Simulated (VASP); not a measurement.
# VF3 (R-3c) in VASP: single point with LDA+U

Aim: the single point of VF3 with LDA+U.

Program: VASP 6.6.1. These are calculated values, not measurements. Logs are shortened: lines on timing, memory, paths and dates and some standing lists are left out, and cuts for length are marked.

### Step 1. The cell of the first run

It takes space group R-3c (No. 167, trigonal). Conventional cell: a = 5.168 Å, b = 5.168 Å, c = 13.438 Å, α = 90.00°, β = 90.00°, γ = 120.00°. Within 2.6 Å of V (site symmetry -3) lie 6 F at 1.94 Å. F (site symmetry 2) has 2 V at 1.94 Å within 2.6 Å.

### Step 2. Single point, LDA+U, collinear spin, antiferromagnetic start

File INCAR:

```
SYSTEM = VF3
PREC     = Accurate       ! precision mode
ENCUT    = 520            ! plane-wave cutoff, eV
EDIFF    = 1E-6           ! SCF threshold, eV
ISMEAR   = 0              ! smearing method
SIGMA    = 0.05           ! smearing width, eV
LREAL    = .False.        ! projectors in reciprocal space
LASPH    = .True.         ! aspherical terms in the spheres
NELM     = 150            ! most SCF steps
ALGO     = Normal         ! electronic algorithm
ISIF     = 2              ! what is computed and relaxed
LWAVE    = .False.        ! write WAVECAR
LCHARG   = .False.        ! write CHGCAR
ISPIN    = 2              ! spin polarisation
MAGMOM   = 2 -2 0 0 0 0 0 0 ! initial moments
LORBIT   = 11             ! projections on sites
LMAXMIX  = 4              ! l up to which the mixer works
LDAU     = .True.         ! DFT+U
LDAUTYPE = 2            
LDAUL    = 2 -1           ! shell
LDAUU    = 5 0            ! U, eV
LDAUJ    = 0 0          
LDAUPRINT= 1            
NBANDS   = 48             ! bands
```

File KPOINTS:

```
Automatic mesh
0
Gamma
  5 5 5
  0 0 0
```

File POSCAR:

```
VF3
1.0
    2.5840000100      1.4918731000      4.4793297500
   -2.5840000100      1.4918731000      4.4793297500
    0.0000000000     -2.9837462000      4.4793297500
V F
2 6
Direct
    0.5000000000      0.5000000000      0.5000000000
    0.0000000000      0.0000000000      0.0000000000
    0.1501000000      0.3499000000      0.7500000000
    0.7500000000      0.1501000000      0.3499000000
    0.3499000000      0.7500000000      0.1501000000
    0.8499000000      0.6501000000      0.2500000000
    0.2500000000      0.8499000000      0.6501000000
    0.6501000000      0.2500000000      0.8499000000
```

Potentials or basis: VASP PAW LDA potentials, release 64 (V_sv, F).

On the command line:

```
$ cat potpaw_LDA.64/V_sv/POTCAR potpaw_LDA.64/F/POTCAR > POTCAR
$ mpirun -np 1 vasp_std > vasp.out
```

OUTCAR:

```text
SYSTEM = VF3
   PREC = Accurate
   ENCUT = 520
   EDIFF = 1E-6
   ISMEAR = 0
   LREAL = .False.
   LASPH = .True.
   NELM = 150
   ISIF = 2
   ISPIN = 2
   LORBIT = 11

 ion  position               nearest neighbor table
   1  0.500  0.500  0.500-   3 1.94   6 1.94   5 1.94   8 1.94   7 1.94   4 1.94
   2  0.000  0.000  0.000-   3 1.94   6 1.94   4 1.94   7 1.94   5 1.94   8 1.94
   3  0.150  0.350  0.750-   1 1.94   2 1.94
   4  0.750  0.150  0.350-   2 1.94   1 1.94
   5  0.350  0.750  0.150-   1 1.94   2 1.94
   6  0.850  0.650  0.250-   1 1.94   2 1.94
   7  0.250  0.850  0.650-   2 1.94   1 1.94
   8  0.650  0.250  0.850-   1 1.94   2 1.94

  LATTYP: Found a trigonal (rhomboedric) cell.
 ALAT       =     5.3821126342
 COS(alpha) =     0.5389909482

  Lattice vectors:

 A1 = (   2.5840000100,   1.4918731000,   4.4793297500)
 A2 = (  -2.5840000100,   1.4918731000,   4.4793297500)
 A3 = (   0.0000000000,  -2.9837462000,   4.4793297500)

Analysis of symmetry for initial positions (statically):
=====================================================================
 Subroutine PRICEL returns:
 Original cell was already a primitive cell.

 Routine SETGRP: Setting up the symmetry group for a
 trigonal (rhombohedral) supercell.

 Subroutine GETGRP returns: Found 12 space group operations
 (whereof  6 operations were pure point group operations)
 out of a pool of 12 trial point group operations.

The static configuration has the point symmetry S_6 .
 The point group associated with its full space group is D_3d.

Analysis of symmetry for dynamics (positions and initial velocities):
=====================================================================
 Subroutine PRICEL returns:
 Original cell was already a primitive cell.

 Routine SETGRP: Setting up the symmetry group for a
 trigonal (rhombohedral) supercell.

 Subroutine GETGRP returns: Found 12 space group operations
 (whereof  6 operations were pure point group operations)
 out of a pool of 12 trial point group operations.

The dynamic configuration has the point symmetry S_6 .
 The point group associated with its full space group is D_3d.

Analysis of structural, dynamic, and magnetic symmetry:
=====================================================================
 Subroutine PRICEL returns:
 Original cell was already a primitive cell.

 Routine SETGRP: Setting up the symmetry group for a
 trigonal (rhombohedral) supercell.

 Subroutine GETGRP returns: Found 12 space group operations
 (whereof  6 operations were pure point group operations)
 out of a pool of 12 trial point group operations.

The overall configuration has the point symmetry S_6 .
 The point group associated with its full space group is D_3d.

 Subroutine INISYM returns: Found 12 space group operations
 (whereof  6 operations are pure point group operations),
 and found     1 'primitive' translations

----------------------------------------------------------------------------------------

                                     Primitive cell

  volume of cell :     103.6069

  direct lattice vectors                    reciprocal lattice vectors
     2.584000010  1.491873100  4.479329750     0.193498451  0.111716383  0.074415895
    -2.584000010  1.491873100  4.479329750    -0.193498451  0.111716383  0.074415895
     0.000000000 -2.983746200  4.479329750     0.000000000 -0.223432766  0.074415895

  length of vectors
     5.382112634  5.382112634  5.382112633     0.235499313  0.235499313  0.235499313

  position of ions in fractional coordinates (direct lattice)
     0.500000000  0.500000000  0.500000000
     0.000000000  0.000000000  0.000000000
     0.150100000  0.349900000  0.750000000
[... 147 lines left out ...]

  o =  0.0450  v =  0.0000  0.0000  0.0000  0.0000  0.0000 -0.6291  0.5548  0.0000  0.0000  0.5445      0.0000  0.0000  0.0000  0.0000  0.0000  0.0000  0.0000  0.0000  0.0000  0.0000
  o =  0.0450  v =  0.0000  0.0000  0.0000  0.0000  0.0000  0.5445 -0.0000  0.0000  0.5548  0.6291      0.0000  0.0000  0.0000  0.0000  0.0000  0.0000  0.0000  0.0000  0.0000  0.0000
  o =  0.0559  v =  0.0000  0.0000  0.0000  0.0000  0.0000  0.0000  0.0000 -1.0000  0.0000  0.0000      0.0000  0.0000  0.0000  0.0000  0.0000  0.0000  0.0000  0.0000  0.0000  0.0000
  o =  0.0681  v = -0.0000  0.0000 -1.0000  0.0000 -0.0000  0.0000  0.0000  0.0000  0.0000  0.0000      0.0000  0.0000  0.0000  0.0000  0.0000  0.0000  0.0000  0.0000  0.0000  0.0000
  o =  0.1650  v =  0.0000  0.0000  0.0000  0.0000  0.0000 -0.4195 -0.8320 -0.0000 -0.0000  0.3631      0.0000  0.0000  0.0000  0.0000  0.0000  0.0000  0.0000  0.0000  0.0000  0.0000
  o =  0.1650  v =  0.0000  0.0000  0.0000  0.0000  0.0000  0.3631  0.0000 -0.0000 -0.8320  0.4195      0.0000  0.0000  0.0000  0.0000  0.0000  0.0000  0.0000  0.0000  0.0000  0.0000
  o =  0.1877  v = -0.5342 -0.7453 -0.0000 -0.0000  0.3990  0.0000  0.0000  0.0000  0.0000  0.0000      0.0000  0.0000  0.0000  0.0000  0.0000  0.0000  0.0000  0.0000  0.0000  0.0000
  o =  0.1877  v =  0.3990  0.0000 -0.0000 -0.7453  0.5342  0.0000  0.0000  0.0000  0.0000  0.0000      0.0000  0.0000  0.0000  0.0000  0.0000  0.0000  0.0000  0.0000  0.0000  0.0000
  o =  0.9485  v = -0.5971  0.6668 -0.0000  0.0000  0.4460  0.0000  0.0000  0.0000  0.0000  0.0000      0.0000  0.0000  0.0000  0.0000  0.0000  0.0000  0.0000  0.0000  0.0000  0.0000
  o =  0.9485  v =  0.4460 -0.0000 -0.0000  0.6668  0.5971  0.0000  0.0000  0.0000  0.0000  0.0000      0.0000  0.0000  0.0000  0.0000  0.0000  0.0000  0.0000  0.0000  0.0000  0.0000

atom =   2  type =  1  l = 2

 onsite density matrix

spin component  1

  0.0819 -0.0419 -0.0000 -0.0363 -0.0000
 -0.0419  0.1281  0.0000  0.0000 -0.0363
 -0.0000  0.0000  0.0559 -0.0000 -0.0000
 -0.0363  0.0000 -0.0000  0.1281  0.0419
 -0.0000 -0.0363 -0.0000  0.0419  0.0819

spin component  2

  0.6102  0.3029  0.0000  0.2263 -0.0000
  0.3029  0.5259 -0.0000  0.0000  0.2263
  0.0000 -0.0000  0.0681  0.0000 -0.0000
  0.2263  0.0000  0.0000  0.5259 -0.3029
 -0.0000  0.2263 -0.0000 -0.3029  0.6102

 occupancies and eigenvectors

  o =  0.0450  v =  0.6291  0.5548  0.0000 -0.0000  0.5445  0.0000  0.0000  0.0000  0.0000  0.0000      0.0000  0.0000  0.0000  0.0000  0.0000  0.0000  0.0000  0.0000  0.0000  0.0000
  o =  0.0450  v =  0.5445  0.0000 -0.0000  0.5548 -0.6291  0.0000  0.0000  0.0000  0.0000  0.0000      0.0000  0.0000  0.0000  0.0000  0.0000  0.0000  0.0000  0.0000  0.0000  0.0000
  o =  0.0559  v = -0.0000  0.0000 -1.0000 -0.0000  0.0000  0.0000  0.0000  0.0000  0.0000  0.0000      0.0000  0.0000  0.0000  0.0000  0.0000  0.0000  0.0000  0.0000  0.0000  0.0000
  o =  0.0681  v =  0.0000  0.0000  0.0000  0.0000  0.0000  0.0000 -0.0000  1.0000  0.0000  0.0000      0.0000  0.0000  0.0000  0.0000  0.0000  0.0000  0.0000  0.0000  0.0000  0.0000
  o =  0.1650  v = -0.4195  0.8320  0.0000  0.0000 -0.3631  0.0000  0.0000  0.0000  0.0000  0.0000      0.0000  0.0000  0.0000  0.0000  0.0000  0.0000  0.0000  0.0000  0.0000  0.0000
  o =  0.1650  v =  0.3631  0.0000  0.0000 -0.8320 -0.4195  0.0000  0.0000  0.0000  0.0000  0.0000      0.0000  0.0000  0.0000  0.0000  0.0000  0.0000  0.0000  0.0000  0.0000  0.0000
  o =  0.1877  v =  0.0000  0.0000  0.0000  0.0000  0.0000 -0.5342  0.7453  0.0000 -0.0000 -0.3990      0.0000  0.0000  0.0000  0.0000  0.0000  0.0000  0.0000  0.0000  0.0000  0.0000
  o =  0.1877  v =  0.0000  0.0000  0.0000  0.0000  0.0000 -0.3990  0.0000 -0.0000  0.7453  0.5342      0.0000  0.0000  0.0000  0.0000  0.0000  0.0000  0.0000  0.0000  0.0000  0.0000
  o =  0.9485  v =  0.0000  0.0000  0.0000  0.0000  0.0000 -0.5971 -0.6668  0.0000  0.0000 -0.4460      0.0000  0.0000  0.0000  0.0000  0.0000  0.0000  0.0000  0.0000  0.0000  0.0000
  o =  0.9485  v =  0.0000  0.0000  0.0000  0.0000  0.0000  0.4460  0.0000  0.0000  0.6668 -0.5971      0.0000  0.0000  0.0000  0.0000  0.0000  0.0000  0.0000  0.0000  0.0000  0.0000

 number of electron      67.9999986 magnetization       0.0000000

 Free energy of the ion-electron system (eV)
  ---------------------------------------------------
  ext. energy  EPLUGINS =         0.00000000
  ---------------------------------------------------
  free energy    TOTEN  =       -50.88644720 eV

  energy without entropy =      -50.88644720  energy(sigma->0) =      -50.88644720

 E-fermi :   0.4761     XC(G=0): -10.1656

 val. band max:        0.1017542239   @ k =  -0.4000  -0.4000   0.2000
 cond. band min:       3.2191462137   @ k =   0.0000   0.0000   0.0000
 fundamental gap:      3.1173919898
 Fermi energy:         0.4761276982

 spin component 1

 k-point     1 :       0.0000    0.0000    0.0000
  band No.  band energies     occupation
      1     -63.7058      1.00000
      2     -61.8980      1.00000
      3     -38.2647      1.00000
      4     -37.8198      1.00000
      5     -37.8198      1.00000
      6     -36.8678      1.00000
[... 920 lines left out ...]
     45      11.6438      0.00000
     46      12.7150      0.00000
 Fermi energy:         0.4761276982

 spin component 2

 k-point     1 :       0.0000    0.0000    0.0000
  band No.  band energies     occupation
      1     -63.7058      1.00000
      2     -61.8980      1.00000
      3     -38.2647      1.00000
      4     -37.8198      1.00000
      5     -37.8198      1.00000
      6     -36.8678      1.00000
[... 920 lines left out ...]
     45      11.6438      0.00000
     46      12.7150      0.00000
 [bands above 46 left out]

------------------------ aborting loop because EDIFF is reached ----------------------------------------

  FORCE on cell =-STRESS in cart. coord.  units (eV):
  Direction    XX          YY          ZZ          XY          YZ          ZX
  --------------------------------------------------------------------------------------
  -------------------------------------------------------------------------------------
  Total        0.4344496      0.4344496      0.4633990     -0.0000000     -0.0000000      0.0000000
  in kB        6.7183296      6.7183296      7.1660037     -0.0000000     -0.0000000      0.0000000
  external PRESSURE =       6.8675543 kB  Pullay stress =       0.0000000 kB

 VOLUME and BASIS-vectors are now :
 -----------------------------------------------------------------------------
  energy-cutoff  :      520.00
  volume of cell :      103.61
      direct lattice vectors                 reciprocal lattice vectors
     2.584000010  1.491873100  4.479329750     0.193498451  0.111716383  0.074415895
    -2.584000010  1.491873100  4.479329750    -0.193498451  0.111716383  0.074415895
     0.000000000 -2.983746200  4.479329750     0.000000000 -0.223432766  0.074415895

 POSITION                                       TOTAL-FORCE (eV/Angst)
 -----------------------------------------------------------------------------------
      0.00000      0.00000      6.71899         0.000000     -0.000000      0.000000
      0.00000      0.00000      0.00000         0.000000     -0.000000      0.000000
     -0.51628     -1.49187      5.59916        -0.093719     -0.000000     -0.000000
      1.55014      0.29882      5.59916         0.046859     -0.081163      0.000000
     -1.03386      1.19305      5.59916         0.046859      0.081163      0.000000
      0.51628      1.49187      7.83883         0.093719     -0.000000      0.000000
     -1.55014     -0.29882      7.83883        -0.046859      0.081163      0.000000
      1.03386     -1.19305      7.83883        -0.046859     -0.081163      0.000000
 -----------------------------------------------------------------------------------
    total drift:                               -0.000000     -0.000000     -0.000000

  FREE ENERGIE OF THE ION-ELECTRON SYSTEM (eV)
  ---------------------------------------------------
  free  energy   TOTEN  =       -50.8864471980 eV

  energy  without entropy=      -50.8864471980  energy(sigma->0) =      -50.88644720

 total charge

# of ion       s       p       d       tot
------------------------------------------
    1        2.216   6.237   2.789  11.241
    2        2.216   6.237   2.789  11.241
    3        1.727   4.378   0.000   6.105
    4        1.727   4.378   0.000   6.105
    5        1.727   4.378   0.000   6.105
    6        1.727   4.378   0.000   6.105
    7        1.727   4.378   0.000   6.105
    8        1.727   4.378   0.000   6.105
--------------------------------------------------
tot         14.792  38.741   5.578  59.111

 magnetization (x)

# of ion       s       p       d       tot
------------------------------------------
    1        0.009   0.010   1.860   1.878
    2       -0.009  -0.010  -1.860  -1.878
    3        0.000   0.000   0.000   0.000
    4        0.000   0.000   0.000   0.000
    5        0.000   0.000   0.000   0.000
    6        0.000   0.000   0.000   0.000
    7        0.000   0.000   0.000   0.000
    8        0.000   0.000   0.000   0.000
--------------------------------------------------
tot          0.000   0.000   0.000   0.000
```

Run time: 2.8 min. Hardware: 1 thread of Intel Xeon Platinum 8488C (Sapphire Rapids), shared host; peak memory 0.28 GiB.

What came out:

- Free energy: -50.8864 eV
- Pressure: 0.7 GPa
- Largest force: 0.094 eV/Å
- Band gap on the k mesh: 3.12 eV (least direct gap 3.36 eV)
- Net moment: 0.00 μB per cell
- Site moments: V +1.88, -1.88; F +0.00 μB
- Valence electrons inside the program's atomic spheres: V 11.24; F 6.11

Forces in eV/Å, atoms in the order of the input:
```
V    0.000  0.000  0.000
V    0.000  0.000  0.000
F   -0.094  0.000  0.000
F    0.047 -0.081  0.000
F    0.047  0.081  0.000
F    0.094  0.000  0.000
F   -0.047  0.081  0.000
F   -0.047 -0.081  0.000
```

Eigenvalues of the final occupation matrices:
```csv
site,spin,trace,eigenvalues
site 1 d,1,2.34,0.07 0.19 0.19 0.95 0.95
site 1 d,2,0.48,0.04 0.04 0.06 0.17 0.17
site 2 d,1,0.48,0.04 0.04 0.06 0.17 0.17
site 2 d,2,2.34,0.07 0.19 0.19 0.95 0.95
```
